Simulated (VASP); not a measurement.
HfSiO4:

```
Hf Si O
1.0
    -3.28625    3.28625    2.98160
     3.28625   -3.28625    2.98160
     3.28625    3.28625   -2.98160
Hf Si O
2 2 8
Direct
  0.00000 0.00000 0.00000
  0.75000 0.25000 0.50000
  0.50000 0.50000 0.00000
  0.25000 0.75000 0.50000
  0.68020 0.49570 0.81550
  0.24570 0.93020 0.31550
  0.68020 0.86470 0.18450
  0.61470 0.93020 0.68450
  0.06980 0.38530 0.31550
  0.50430 0.31980 0.18450
  0.06980 0.75430 0.68450
  0.13530 0.31980 0.81550
```

Base run:

- Program: VASP 6.6.1
- Functional: revPBE
- Potentials or basis: VASP PAW PBE potentials, release 64 (Hf_pv, Si, O)
- Cutoff: 520 eV
- k mesh: 5 × 5 × 5
- Occupations: fermi-dirac, width 0.05 eV
- Spin: no spin polarisation

Its results: band gap on the k mesh 5.45 eV (least direct gap 5.83 eV); pressure 9.1 GPa; largest force 0.523 eV/Å.

**Question.** After a change of settings the same cell gave: band gap on the k mesh 5.43 eV (least direct gap 5.78 eV); pressure 11.2 GPa; largest force 0.389 eV/Å. Which change was it?
A. functional from revPBE to BLYP
B. functional from revPBE to PBEsol; further incar settings from ALGO = Normal; EDIFF = 1e-06; NBANDS = 50 to ALGO = Normal; EDIFF = 1e-07; NBANDS = 50
C. functional from revPBE to RPBE; further incar settings from ALGO = Normal; EDIFF = 1e-06; NBANDS = 50 to ALGO = Normal; EDIFF = 1e-07; NBANDS = 50
D. functional from revPBE to r2SCAN

**Answer.** A.

Caveats: the cell stands under pressure; the PAW data sets were made with another functional, which shifts forces and pressure a little; spin-orbit coupling is left out, which moves the levels of the heavy elements; an odd mesh through Γ misses points on the zone boundary, where band edges can lie.
